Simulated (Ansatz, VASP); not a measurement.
## Two plane-wave programs on CoO

The input INCAR:

```
SYSTEM = CoO
PREC     = Accurate       ! precision mode
ENCUT    = 520            ! plane-wave cutoff, eV
EDIFF    = 1E-6           ! SCF threshold, eV
ISMEAR   = -1             ! smearing method
SIGMA    = 0.05           ! smearing width, eV
LREAL    = .False.        ! projectors in reciprocal space
LASPH    = .True.         ! aspherical terms in the spheres
NELM     = 150            ! most SCF steps
ALGO     = Normal         ! electronic algorithm
ISIF     = 2              ! what is computed and relaxed
LWAVE    = .False.        ! write WAVECAR
LCHARG   = .True.         ! write CHGCAR
ISPIN    = 2              ! spin polarisation
MAGMOM   = 2.5 2.5 0 0    ! initial moments
LORBIT   = 11             ! projections on sites
NUPDOWN  = 5.0            ! fixed moment
LMAXMIX  = 4              ! l up to which the mixer works
GGA      = PE             ! functional
LELF     = .True.         ! ELF
LVHAR    = .True.       
NBANDS   = 27             ! bands
```

The input KPOINTS:

```
regular mesh
0
Gamma
  8 8 5
  0 0 0
```

The input POSCAR:

```
CoO
1.0
    3.1976457435      0.0000000000      0.0000000000
   -1.5988228718      2.7692424462      0.0000000000
    0.0000000000      0.0000000000      5.2287097100
Co O
2 2
Direct
    0.3333333333      0.6666666667      0.5033624100
    0.0000000000      0.0000000000      0.0034741400
    0.3333333333      0.6666666667      0.8715556000
    0.0000000000      0.0000000000      0.3716088500
```

input.yaml

```yaml
crystal:
  lattice:
    - [3.1976457435, 0.0, 0.0]
    - [-1.5988228718, 2.7692424462, 0.0]
    - [0.0, 0.0, 5.22870971]
  atoms:
    - { symbol: Co, position: [0.3333333333, 0.6666666667, 0.50336241], spin: 2.5 }
    - { symbol: Co, position: [0.0, 0.0, 0.00347414], spin: 2.5 }
    - { symbol: O, position: [0.3333333333, 0.6666666667, 0.8715556] }
    - { symbol: O, position: [0.0, 0.0, 0.37160885] }
hamiltonian:
  xc: pbe
  pseudopotentials: { kind: paw }
magnetization:
  spin_polarized: true
  initial_magnetization: 5.0
  spin_locking: { lock_magnetization: hard }
kpoints:
  mp_grid: { grid: [8, 8, 5] }
scf:
  occupations: { method: fermi_dirac, width: 0.05 }
  lower_state_search: "off"
output:
  forces: true
  stress: true
  eigenvalues: true
  write_density: true
  write_potential: true
  elf: true
  volumetric_format: npy
```

Alike in both runs: task single point; functional PBE; k mesh 8 × 8 × 5; occupations fermi-dirac, width 0.05 eV; collinear spin; fixed moment 5 μB.

|  | VASP | Ansatz |
| --- | --- | --- |
| version | VASP 6.6.1 | Ansatz 0.2.0 |
| potentials or method | VASP PAW PBE potentials, release 64 (Co, O) | Ansatz PAW |
| plane-wave cutoff (eV) | 520 | 420 |
| valence electrons in the cell | 30 | 46 |

```tsv
	VASP	Ansatz	Ansatz less VASP
pressure (GPa)	-3.1	-3.1	-0.03
traceless stress, the component that is largest in VASP (GPa)	3.52	3.60	+0.080
rms of the force components (eV/Å)	0.195	0.192	-0.0027
net moment per atom (μB)	1.25	1.25	0.000
size of the moment on the site where the two differ most (μB)	2.19	2.03	-0.159
```

Site moments also hang on the region over which each program counts them. Atom by atom the forces differ by 0.003 eV/Å (rms over components). The functional is the same, so the differences come from potentials, cutoffs and numerics. VASP's potentials hold 30 valence electrons a cell and Ansatz's 46, so a difference there can come from the potentials and not from the codes.
